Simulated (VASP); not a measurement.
Write the native input for VASP 6.6.1 that does the following.

* Task: relaxation of cell and atoms
* Functional: revPBE
* Dispersion: D4
* Potentials or basis: VASP PAW PBE potentials, release 64 (Al)
* Cutoff: 600 eV
* k mesh: 11 × 11 × 11
* Occupations: fermi-dirac, width 0.05 eV
* Spin: no spin polarisation
* Dipole correction: no
* Further INCAR settings: ALGO = Normal; EDIFF = 1e-06; IBRION = 2; EDIFFG = -0.01; NSW = 60; ISIF = 3

The structure of Al lies in POSCAR:

```
Al
1.0
   -0.0204552100      1.9706540500      2.0438328400
    2.0026569100      0.0099662700      2.0134113600
    2.0592944800      1.9968701300     -0.0466712900
Al
1
Direct
    0.0000000000      0.0000000000      0.0000000000
```

One way to write it, as run:

INCAR

```
PREC = Accurate ; ENCUT = 600
EDIFF = 1E-6 ; ISMEAR = -1
SIGMA = 0.05 ; LREAL = F
LASPH = T ; NELM = 60
ALGO = Normal ; ISIF = 3
LWAVE = F ; LCHARG = F
GGA = RE ; IVDW = 13
IBRION = 2 ; NSW = 60
EDIFFG = -0.01
```

KPOINTS

```
Automatic mesh
0
Gamma
  11 11 11
```

Potentials or basis: VASP PAW PBE potentials, release 64 (Al).

Launch:

```sh
$ cat potpaw_PBE.64/Al/POTCAR > POTCAR
$ mpirun -np 1 vasp_std > vasp.out
```

It gave:

* Relaxed volume: 15.64 Å³/atom
* Relaxed cell: a = 2.810 Å, b = 2.810 Å, c = 2.797 Å, α = 59.98°, β = 60.10°, γ = 60.12°
* Space group after relaxing (to 0.1 Å): Fm-3m (No. 225)
* Energy gained by relaxing: 19.4 meV/atom
* Ionic steps: 13
* Pressure after relaxing: 0.0 GPa
* Band gap on the k mesh: zero (an odd number of electrons rules out a gap without spin polarisation)
* Dispersion energy per atom: -0.595 eV

Caveat: the PAW data sets were made with another functional, which shifts forces and pressure a little.

It took 74 s on 1 thread of Intel(R) Xeon(R) 6975P-C (Granite Rapids), with other jobs on the host, peak memory 0.19 GiB.
